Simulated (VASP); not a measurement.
# Si2W3 (P4/m) in VASP: single point with PBE

Aim: the single point of Si2W3 with PBE.

Program: VASP 6.6.1. These are calculated values, not measurements. Logs are shortened: lines on timing, memory, paths and dates and some standing lists are left out, and cuts for length are marked.

## 1. The cell of the first run

Symmetry: P4/m, No. 83, tetragonal system. Conventional cell: a = 6.630 Å, b = 6.630 Å, c = 3.312 Å, α = 90.00°, β = 90.00°, γ = 90.00°. Si (site symmetry m) has 8 W at 2.47 to 2.70 Å and 5 Si at 2.53 to 3.49 Å within 3.5 Å. Within 3.4 Å of W (site symmetry 4/m) lie 4 Si at 2.47 Å and 10 W at 3.19 to 3.31 Å. Within 3.6 Å of W (site symmetry 4/m) lie 4 Si at 2.70 Å and 10 W at 2.80 to 3.31 Å. W (site symmetry m) has 6 Si at 2.53 to 2.62 Å and 9 W at 2.80 to 3.31 Å within 3.4 Å.

## 2. Single point, PBE (atoms displaced along a vibrational mode)

Contents of INCAR:

```
PREC = Accurate ; ENCUT = 520
EDIFF = 1E-6 ; ISMEAR = 0
SIGMA = 0.15 ; LREAL = False
LASPH = True ; NELM = 80
ALGO = Fast ; ISIF = 2
LWAVE = False ; LCHARG = True
GGA = PE ; LELF = True
LVHAR = True ; NBANDS = 61
```

Contents of KPOINTS:

```
regular mesh
0
Gamma
  6 6 12
```

Contents of POSCAR:

```
Si2W3
1.0
    6.6300342967      0.0000000000      0.0000000000
    0.0000000000      6.6300342967      0.0000000000
    0.0000000000      0.0000000000      3.3123213826
Si W
4 6
Direct
    0.1479925934      0.6204733838      0.0000000000
    0.8520074066      0.3795266162      0.0000000000
    0.6204733838      0.8520074066      0.0000000000
    0.3795266162      0.1479925934      0.0000000000
    0.5000000000      0.5000000000      0.0000000000
    0.0000000000      0.0000000000      0.0000000000
    0.6861749833      0.1328489559      0.5000000000
    0.3138250167      0.8671510441      0.5000000000
    0.1328489559      0.3138250167      0.5000000000
    0.8671510441      0.6861749833      0.5000000000
```

Potentials or basis: VASP PAW PBE potentials, release 64 (Si, W_sv).

The run is started by

```sh
cat potpaw_PBE.64/Si/POTCAR potpaw_PBE.64/W_sv/POTCAR > POTCAR
mpirun -np 1 vasp_std > vasp.out
```

OUTCAR:

```text
PREC = Accurate
   ENCUT = 520
   EDIFF = 1E-6
   ISMEAR = 0
   LREAL = False
   LASPH = True
   NELM = 80
   ISIF = 2
   GGA = PE

 ion  position               nearest neighbor table
   1  0.148  0.620  0.000-   5 2.47  10 2.53  10 2.53   2 2.53   8 2.57   8 2.57   9 2.62   9 2.62
                             6 2.70
   2  0.852  0.380  0.000-   5 2.47   9 2.53   9 2.53   1 2.53   7 2.57   7 2.57  10 2.62  10 2.62
                             6 2.70
   3  0.620  0.852  0.000-   5 2.47   7 2.53   7 2.53   4 2.53  10 2.57  10 2.57   8 2.62   8 2.62
                             6 2.70
   4  0.380  0.148  0.000-   5 2.47   8 2.53   8 2.53   3 2.53   9 2.57   9 2.57   7 2.62   7 2.62
                             6 2.70
   5  0.500  0.500  0.000-   1 2.47   2 2.47   3 2.47   4 2.47   7 3.19   8 3.19   9 3.19  10 3.19
                             7 3.19   8 3.19   9 3.19  10 3.19
   6  0.000  0.000  0.000-   1 2.70   2 2.70   3 2.70   4 2.70   7 2.80   8 2.80   9 2.80  10 2.80
                             7 2.80   8 2.80   9 2.80  10 2.80
   7  0.686  0.133  0.500-   3 2.53   3 2.53   2 2.57   2 2.57   4 2.62   4 2.62   6 2.80   6 2.80
                             8 3.03   5 3.19   5 3.19  10 3.20   9 3.20
   8  0.314  0.867  0.500-   4 2.53   4 2.53   1 2.57   1 2.57   3 2.62   3 2.62   6 2.80   6 2.80
                             7 3.03   5 3.19   5 3.19  10 3.20   9 3.20
   9  0.133  0.314  0.500-   2 2.53   2 2.53   4 2.57   4 2.57   1 2.62   1 2.62   6 2.80   6 2.80
                            10 3.03   5 3.19   5 3.19   7 3.20   8 3.20
  10  0.867  0.686  0.500-   1 2.53   1 2.53   3 2.57   3 2.57   2 2.62   2 2.62   6 2.80   6 2.80
                             9 3.03   5 3.19   5 3.19   7 3.20   8 3.20

  LATTYP: Found a simple tetragonal cell.
 ALAT       =     6.6300342967
 C/A-ratio  =     0.4995934009

  Lattice vectors:

 A1 = (   6.6300342967,   0.0000000000,   0.0000000000)
 A2 = (   0.0000000000,   6.6300342967,   0.0000000000)
 A3 = (   0.0000000000,   0.0000000000,   3.3123213826)

Analysis of symmetry for initial positions (statically):
=====================================================================
 Subroutine PRICEL returns:
 Original cell was already a primitive cell.

 Routine SETGRP: Setting up the symmetry group for a
 simple tetragonal supercell.

 Subroutine GETGRP returns: Found  8 space group operations
 (whereof  8 operations were pure point group operations)
 out of a pool of 16 trial point group operations.

The static configuration has the point symmetry C_4h.
[... 138 lines left out ...]
   TEBEG  =    0.0;   TEEND  =   0.0 temperature during run
   PSTRESS=    0.0 pullay stress
   NELECT =     100.0000    total number of electrons
   NUPDOWN=      -1.0000    fix difference up-down
   EMIN   =  10.00;   EMAX   =-10.00  energy-range for DOS
   EFERMI =   0.00;   METHOD = LEGACY
   ISMEAR =     0;   SIGMA  =   0.15  broadening in eV -4-tet -1-fermi 0-gaus
   EFERMI_NEDOS =   21; number of points for ismear=-14 and -15
   IALGO  =     68    algorithm
   IMIX   =      4    mixing-type and parameters
     AMIX     =   0.40;   BMIX     =  1.00
     AMIX_MAG =   1.60;   BMIX_MAG =  1.00
  volume/ion in A,a.u.               =      14.56        98.26
  Fermi-wavevector in a.u.,A,eV,Ry     =   1.444398  2.729516 28.385632  2.086285
  Thomas-Fermi vector in A             =   2.562697
   LORBIT       =      0    0 simple, 1 ext, 2 COOP (PROOUT), +10 PAW based schemes
   GGA     = PE    functional components
   LHFCALC =     F    Hartree Fock is set to
   AEXX    =    0.0000 exact exchange contribution
   IVDW    =     0    specifies the selected vdW correction
   LEPSILON=     F    determine dielectric tensor
   LRPA    =     F    only Hartree local field effects (RPA)
 non-spin polarized calculation
 RMM-DIIS sequential band-by-band and
 Gauss-broadening in eV      SIGMA  =   0.15
  energy-cutoff  :      520.00
  volume of cell :      145.60
 maximum number of plane-waves:      3945
 NGX is ok and might be reduce to    50
   NGX = 25   NGY = 25   NGZ = 13

 number of electron     100.0000004 magnetization

 Free energy of the ion-electron system (eV)
  ---------------------------------------------------
  ext. energy  EPLUGINS =         0.00000000
  ---------------------------------------------------
  free energy    TOTEN  =       -99.05391581 eV

  energy without entropy =      -98.97508976  energy(sigma->0) =      -99.01450279

 E-fermi :  11.6433     XC(G=0): -12.9356

 val. band max:       11.6363401638   @ k =   0.3333   0.1667   0.5000
 cond. band min:      11.6452261656   @ k =   0.3333   0.0000   0.0000
 fundamental gap:      0.0088860018
 Fermi energy:        11.6433110344

 k-point     1 :       0.0000    0.0000    0.0000
  band No.  band energies     occupation
      1     -62.8473      2.00000
      2     -62.5429      2.00000
      3     -62.5412      2.00000
      4     -62.5371      2.00000
      5     -62.5371      2.00000
      6     -62.2505      2.00000
[... 1525 lines left out ...]
     60      14.0370      0.00000
     61      14.4998      0.00000

 [... further k-points ...]

------------------------ aborting loop because EDIFF is reached ----------------------------------------

  FORCE on cell =-STRESS in cart. coord.  units (eV):
  Direction    XX          YY          ZZ          XY          YZ          ZX
  --------------------------------------------------------------------------------------
  -------------------------------------------------------------------------------------
  Total        5.5997766      5.5997766     -1.4353622     -0.0000000      0.0000000     -0.0000000
  in kB       61.6193716     61.6193716    -15.7945791     -0.0000002      0.0000000     -0.0000000
  external PRESSURE =      35.8147213 kB  Pullay stress =       0.0000000 kB

 VOLUME and BASIS-vectors are now :
 -----------------------------------------------------------------------------
  energy-cutoff  :      520.00
  volume of cell :      145.60
      direct lattice vectors                 reciprocal lattice vectors
     6.630034297  0.000000000  0.000000000     0.150828782  0.000000000  0.000000000
     0.000000000  6.630034297  0.000000000     0.000000000  0.150828782  0.000000000
     0.000000000  0.000000000  3.312321383     0.000000000  0.000000000  0.301903072

 POSITION                                       TOTAL-FORCE (eV/Angst)
 -----------------------------------------------------------------------------------
      0.98120      4.11376      0.00000        -0.160330      0.058333     -0.000000
      5.64884      2.51627      0.00000         0.160330     -0.058333      0.000000
      4.11376      5.64884      0.00000         0.058333      0.160330     -0.000000
      2.51627      0.98120      0.00000        -0.058333     -0.160330      0.000000
      3.31502      3.31502      0.00000         0.000000      0.000000     -0.000000
      0.00000      0.00000      0.00000         0.000000      0.000000     -0.000000
      4.54936      0.88079      1.65616        -0.445849      0.681547      0.000000
      2.08067      5.74924      1.65616         0.445849     -0.681547     -0.000000
      0.88079      2.08067      1.65616         0.681547      0.445849      0.000000
      5.74924      4.54936      1.65616        -0.681547     -0.445849     -0.000000
 -----------------------------------------------------------------------------------
    total drift:                               -0.000000      0.000000     -0.000000

  FREE ENERGIE OF THE ION-ELECTRON SYSTEM (eV)
  ---------------------------------------------------
  free  energy   TOTEN  =       -99.0539158104 eV

  energy  without entropy=      -98.9750897626  energy(sigma->0) =      -99.01450279
```

OSZICAR:

```text
N       E                     dE             d eps       ncg     rms          rms(c)
DAV:   1     0.123749829162E+04    0.12375E+04   -0.54407E+04  9394   0.181E+03
DAV:   2    -0.138710970387E+02   -0.12514E+04   -0.12192E+04  9529   0.567E+02
DAV:   3    -0.101088468869E+03   -0.87217E+02   -0.83234E+02 11194   0.135E+02
DAV:   4    -0.104806255470E+03   -0.37178E+01   -0.35881E+01 11508   0.232E+01
DAV:   5    -0.104901272699E+03   -0.95017E-01   -0.94457E-01 11460   0.374E+00    0.553E+01
RMM:   6    -0.991898579443E+02    0.57114E+01   -0.16648E+01 10530   0.151E+01    0.207E+01
RMM:   7    -0.992021962293E+02   -0.12338E-01   -0.88522E+00 11614   0.884E+00    0.295E+00
RMM:   8    -0.991050288345E+02    0.97167E-01   -0.10488E+00 11996   0.350E+00    0.232E+00
RMM:   9    -0.990606733942E+02    0.44355E-01   -0.51884E-01 11662   0.243E+00    0.176E+00
RMM:  10    -0.990526069894E+02    0.80664E-02   -0.14882E-01 12277   0.136E+00    0.427E-01
RMM:  11    -0.990562496863E+02   -0.36427E-02   -0.35809E-02 13228   0.518E-01    0.455E-01
RMM:  12    -0.990542356375E+02    0.20140E-02   -0.61930E-03 11728   0.296E-01    0.242E-01
RMM:  13    -0.990540169640E+02    0.21867E-03   -0.92783E-03 11603   0.310E-01    0.159E-01
RMM:  14    -0.990539061313E+02    0.11083E-03   -0.91432E-04 11818   0.132E-01    0.514E-02
RMM:  15    -0.990539089612E+02   -0.28299E-05   -0.26516E-04 12113   0.592E-02    0.131E-02
RMM:  16    -0.990539155695E+02   -0.66084E-05   -0.52891E-05 13262   0.262E-02    0.687E-03
RMM:  17    -0.990539159670E+02   -0.39745E-06   -0.15030E-05 10927   0.149E-02    0.735E-03
RMM:  18    -0.990539158104E+02    0.15654E-06   -0.48994E-06  9802   0.931E-03
   1 F= -.99053916E+02 E0= -.99014503E+02  d E =-.788260E-01
```

It took 7.7 min on 1 thread of Intel Xeon 6975P-C (Granite Rapids), shared host; peak memory 0.57 GiB.

Results:

| Quantity | Value |
| --- | --- |
| Free energy | -99.0539 eV |
| Pressure | 3.6 GPa |
| Largest force | 0.814 eV/Å |
| Band gap on the k mesh | zero (bands 50 and 51 overlap by 1.02 eV) |

Forces on the atoms (eV/Å):
```
Si  -0.160  0.058  0.000
Si   0.160 -0.058  0.000
Si   0.058  0.160  0.000
Si  -0.058 -0.160  0.000
W    0.000  0.000  0.000
W    0.000  0.000  0.000
W   -0.446  0.682  0.000
W    0.446 -0.682  0.000
W    0.682  0.446  0.000
W   -0.682 -0.446  0.000
```

Stress tensor (GPa, compression positive):
```
 6.16  0.00  0.00
 0.00  6.16  0.00
 0.00  0.00 -1.58
```

Caveat: the cell differs from its parent crystal (atoms displaced along a vibrational mode); the stress differs along the axes, from -2 to 6 GPa; spin-orbit coupling is left out, which moves the levels of the heavy elements.
